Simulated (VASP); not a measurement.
# Ba3BrO (Pm-3m) in VASP: notebook

Runs on Ba3BrO. Level: PBE. Tasks: single point.

Program: VASP 6.6.1. These are calculated values, not measurements. Logs are shortened: lines on timing, memory, paths and dates and some standing lists are left out, and cuts for length are marked.

**1. The cell of the first run**

It takes space group Pm-3m (No. 221, cubic). The conventional cell has a = 5.243 Å, b = 5.243 Å, c = 5.243 Å, α = 90.00°, β = 90.00°, γ = 90.00°. Ba (site symmetry 4/mmm) has 2 O at 2.62 Å within 3.5 Å. Within 3.5 Å of O (site symmetry m-3m) lie 6 Ba at 2.62 Å. Br (site symmetry m-3m) has 12 Ba at 3.71 Å and 8 O at 4.54 Å within 4.9 Å.

**2. Single point, PBE**

INCAR

```
SYSTEM = Ba3BrO
PREC = Accurate
ENCUT = 520
EDIFF = 1E-7
ISMEAR = -1
SIGMA = 0.1
LREAL = .FALSE.
LASPH = .TRUE.
NELM = 60
ALGO = Normal
ISIF = 2
LWAVE = .FALSE.
LCHARG = .TRUE.
GGA = PE
LELF = .TRUE.
LVHAR = .TRUE.
NBANDS = 30
```

KPOINTS

```
Automatic mesh
0
G
  4 4 4
  0 0 0
```

POSCAR

```
Ba3BrO
1.0
    5.2434400000      0.0000000000      0.0000000000
    0.0000000000      5.2434400000      0.0000000000
    0.0000000000      0.0000000000      5.2434400000
Ba O Br
3 1 1
Direct
    0.5000000000      0.0000000000      0.5000000000
    0.0000000000      0.5000000000      0.5000000000
    0.5000000000      0.5000000000      0.0000000000
    0.5000000000      0.5000000000      0.5000000000
    0.0000000000      0.0000000000      0.0000000000
```

Potentials or basis: VASP PAW PBE potentials, release 64 (Ba_sv, O, Br).

On the command line:

```sh
cat potpaw_PBE.64/Ba_sv/POTCAR potpaw_PBE.64/O/POTCAR potpaw_PBE.64/Br/POTCAR > POTCAR
mpirun -np 1 vasp_std > vasp.out
```

OUTCAR:

```text
SYSTEM = Ba3BrO
   PREC = Accurate
   ENCUT = 520
   EDIFF = 1E-7
   ISMEAR = -1
   LREAL = .FALSE.
   LASPH = .TRUE.
   NELM = 60
   ISIF = 2
   GGA = PE

 ion  position               nearest neighbor table
   1  0.500  0.000  0.500-   4 2.62   4 2.62   2 3.71   5 3.71   3 3.71   5 3.71   2 3.71   3 3.71
                             3 3.71   3 3.71   2 3.71   5 3.71   5 3.71   2 3.71
   2  0.000  0.500  0.500-   4 2.62   4 2.62   1 3.71   5 3.71   3 3.71   5 3.71   1 3.71   5 3.71
                             5 3.71   1 3.71   3 3.71   3 3.71   3 3.71   1 3.71
   3  0.500  0.500  0.000-   4 2.62   4 2.62   1 3.71   5 3.71   1 3.71   2 3.71   2 3.71   1 3.71
                             5 3.71   1 3.71   2 3.71   5 3.71   2 3.71   5 3.71
   4  0.500  0.500  0.500-   1 2.62   2 2.62   3 2.62   3 2.62   1 2.62   2 2.62
   5  0.000  0.000  0.000-   1 3.71   2 3.71   3 3.71   1 3.71   2 3.71   2 3.71   3 3.71   2 3.71
                             1 3.71   3 3.71   1 3.71   3 3.71

  LATTYP: Found a simple cubic cell.
 ALAT       =     5.2434400000

  Lattice vectors:

 A1 = (   5.2434400000,   0.0000000000,   0.0000000000)
 A2 = (   0.0000000000,   5.2434400000,   0.0000000000)
 A3 = (   0.0000000000,   0.0000000000,   5.2434400000)

Analysis of symmetry for initial positions (statically):
=====================================================================
 Subroutine PRICEL returns:
 Original cell was already a primitive cell.

 Routine SETGRP: Setting up the symmetry group for a
 simple cubic supercell.

 Subroutine GETGRP returns: Found 48 space group operations
 (whereof 48 operations were pure point group operations)
 out of a pool of 48 trial point group operations.

The static configuration has the point symmetry O_h .

Analysis of symmetry for dynamics (positions and initial velocities):
=====================================================================
 Subroutine PRICEL returns:
 Original cell was already a primitive cell.

 Routine SETGRP: Setting up the symmetry group for a
 simple cubic supercell.

 Subroutine GETGRP returns: Found 48 space group operations
 (whereof 48 operations were pure point group operations)
 out of a pool of 48 trial point group operations.

The dynamic configuration has the point symmetry O_h .

 Subroutine INISYM returns: Found 48 space group operations
 (whereof 48 operations are pure point group operations),
 and found     1 'primitive' translations

[... 86 lines left out ...]
   LREAL  =      F    real-space projection
   EDIFFG = 0.1E-05   stopping-criterion for IOM
   NSW    =      0    number of steps for IOM
   IBRION =     -1    ionic relax: 0-MD 1-quasi-New 2-CG
   NFREE  =      0    steps in history (QN), initial steepest desc. (CG)
   ISIF   =      2    stress and relaxation
   ISYM   =      2    0-nonsym 1-usesym 2-fastsym
   POTIM  = 0.5000    time-step for ionic-motion
   TEBEG  =    0.0;   TEEND  =   0.0 temperature during run
   PSTRESS=    0.0 pullay stress
   NELECT =      43.0000    total number of electrons
   NUPDOWN=      -1.0000    fix difference up-down
   EMIN   =  10.00;   EMAX   =-10.00  energy-range for DOS
   EFERMI =   0.00;   METHOD = LEGACY
   ISMEAR =    -1;   SIGMA  =   0.10  broadening in eV -4-tet -1-fermi 0-gaus
   EFERMI_NEDOS =   21; number of points for ismear=-14 and -15
   IALGO  =     38    algorithm
   IMIX   =      4    mixing-type and parameters
     AMIX     =   0.40;   BMIX     =  1.00
     AMIX_MAG =   1.60;   BMIX_MAG =  1.00
  volume/ion in A,a.u.               =      28.83       194.57
  Fermi-wavevector in a.u.,A,eV,Ry     =   1.093825  2.067030 16.278746  1.196454
  Thomas-Fermi vector in A             =   2.230118
   LORBIT       =      0    0 simple, 1 ext, 2 COOP (PROOUT), +10 PAW based schemes
   GGA     = PE    functional components
   LHFCALC =     F    Hartree Fock is set to
   AEXX    =    0.0000 exact exchange contribution
   IVDW    =     0    specifies the selected vdW correction
   LEPSILON=     F    determine dielectric tensor
   LRPA    =     F    only Hartree local field effects (RPA)
 non-spin polarized calculation
  energy-cutoff  :      520.00
  volume of cell :      144.16
 maximum number of plane-waves:      3912
 NGX is ok and might be reduce to    40
   NGX = 19   NGY = 19   NGZ = 19

 number of electron      43.0000002 magnetization

 Free energy of the ion-electron system (eV)
  ---------------------------------------------------
  ext. energy  EPLUGINS =         0.00000000
  ---------------------------------------------------
  free energy    TOTEN  =       -18.26826592 eV

  energy without entropy =      -18.08501713  energy(sigma->0) =      -18.17664153

 E-fermi :   4.7923     XC(G=0):  -9.3237

 val. band max:        4.7738178104   @ k =   0.2500   0.0000   0.0000
 cond. band min:       4.9056822522   @ k =   0.2500   0.2500   0.0000
 fundamental gap:      0.1318644418
 Fermi energy:         4.7923038366

 k-point     1 :       0.0000    0.0000    0.0000
  band No.  band energies     occupation
      1     -24.2680      2.00000
      2     -23.8504      2.00000
      3     -23.8504      2.00000
      4     -13.7342      2.00000
      5     -12.3628      2.00000
      6     -10.2302      2.00000
[... 319 lines left out ...]
     29       8.2889      0.00000
     30       9.5091      0.00000

------------------------ aborting loop because EDIFF is reached ----------------------------------------

  FORCE on cell =-STRESS in cart. coord.  units (eV):
  Direction    XX          YY          ZZ          XY          YZ          ZX
  --------------------------------------------------------------------------------------
  -------------------------------------------------------------------------------------
  Total        5.5746233      5.5746233      5.5746233     -0.0000000     -0.0000000      0.0000000
  in kB       61.9551197     61.9551197     61.9551197     -0.0000000     -0.0000000      0.0000000
  external PRESSURE =      61.9551197 kB  Pullay stress =       0.0000000 kB

 VOLUME and BASIS-vectors are now :
 -----------------------------------------------------------------------------
  energy-cutoff  :      520.00
  volume of cell :      144.16
      direct lattice vectors                 reciprocal lattice vectors
     5.243440000  0.000000000  0.000000000     0.190714493  0.000000000  0.000000000
     0.000000000  5.243440000  0.000000000     0.000000000  0.190714493  0.000000000
     0.000000000  0.000000000  5.243440000     0.000000000  0.000000000  0.190714493

 POSITION                                       TOTAL-FORCE (eV/Angst)
 -----------------------------------------------------------------------------------
      2.62172      0.00000      2.62172         0.000000      0.000000      0.000000
      0.00000      2.62172      2.62172         0.000000      0.000000      0.000000
      2.62172      2.62172      0.00000         0.000000      0.000000      0.000000
      2.62172      2.62172      2.62172         0.000000      0.000000      0.000000
      0.00000      0.00000      0.00000         0.000000      0.000000      0.000000
 -----------------------------------------------------------------------------------
    total drift:                                0.000000      0.000000     -0.000000

  FREE ENERGIE OF THE ION-ELECTRON SYSTEM (eV)
  ---------------------------------------------------
  free  energy   TOTEN  =       -18.2682659227 eV

  energy  without entropy=      -18.0850171308  energy(sigma->0) =      -18.17664153
```

stdout:

```text
POSCAR found type information on POSCAR BaO Br
 POSCAR found :  3 types and       5 ions
 scaLAPACK will be used
 LDA part: xc-table for (Slater+PW92), standard interpolation
 POSCAR, INCAR and KPOINTS ok, starting setup
 FFT: planning ... GRIDC
 FFT: planning ... GRID_SOFT
 FFT: planning ... GRID
 WAVECAR not read
 entering main loop
```

Run time: 63 s. Hardware: 1 thread of AMD EPYC 7R43 (Zen 3), shared host; peak memory 0.21 GiB.

Results:

```
Free energy : -18.2683 eV
Pressure    : 6.2 GPa
```

Caveat: spin-orbit coupling is left out, which moves the levels of the heavy elements; an odd number of electrons without spin polarisation forces a metal; a magnetic or distorted state may lie lower.

**3. Single point, PBE**

INCAR

```
SYSTEM = Ba3BrO
  PREC = Accurate
  ENCUT = 520
  EDIFF = 1E-7
  ISMEAR = -1
  SIGMA = 0.05
  LREAL = .FALSE.
  LASPH = .TRUE.
  NELM = 80
  ALGO = Normal
  ISIF = 2
  LWAVE = .FALSE.
  LCHARG = .FALSE.
  GGA = PE
  NBANDS = 30
```

KPOINTS is that of step 2.

POSCAR is that of step 2.

Potentials or basis: VASP PAW PBE potentials, release 64 (Ba_sv, O, Br).

On the command line:

```sh
cat potpaw_PBE.64/Ba_sv/POTCAR potpaw_PBE.64/O/POTCAR potpaw_PBE.64/Br/POTCAR > POTCAR
mpirun -np 1 vasp_std > vasp.out
```

It took 62 s on 1 thread of AMD EPYC 7R43 (Zen 3), shared host; peak memory 0.21 GiB.

It converged, with:

* Free energy: -18.1974 eV
* Pressure: 6.2 GPa

Levels at points of the mesh, in eV from the Fermi level:
```
           k point  band 17  band 18  band 19  band 20  band 21  band 22  band 23  band 24  band 25  band 26
(0.00, 0.00, 0.00)    -5.18    -3.12    -3.12    -3.12    -1.50    -1.32    -1.32    -0.85    -0.85    -0.85
(0.50, 0.00, 0.00)    -5.42    -4.77    -3.25    -3.25    -0.29     0.22     0.30     0.32     1.36     1.67
(0.50, 0.50, 0.00)    -5.55    -4.98    -4.98    -3.38     1.07     1.07     1.40     1.72     1.72     1.88
(0.50, 0.50, 0.50)    -5.24    -5.21    -5.21    -5.21    -0.40     0.17     0.17     0.17     1.48     1.48
```

Caveat: spin-orbit coupling is left out, which moves the levels of the heavy elements; an odd number of electrons without spin polarisation forces a metal; a magnetic or distorted state may lie lower.
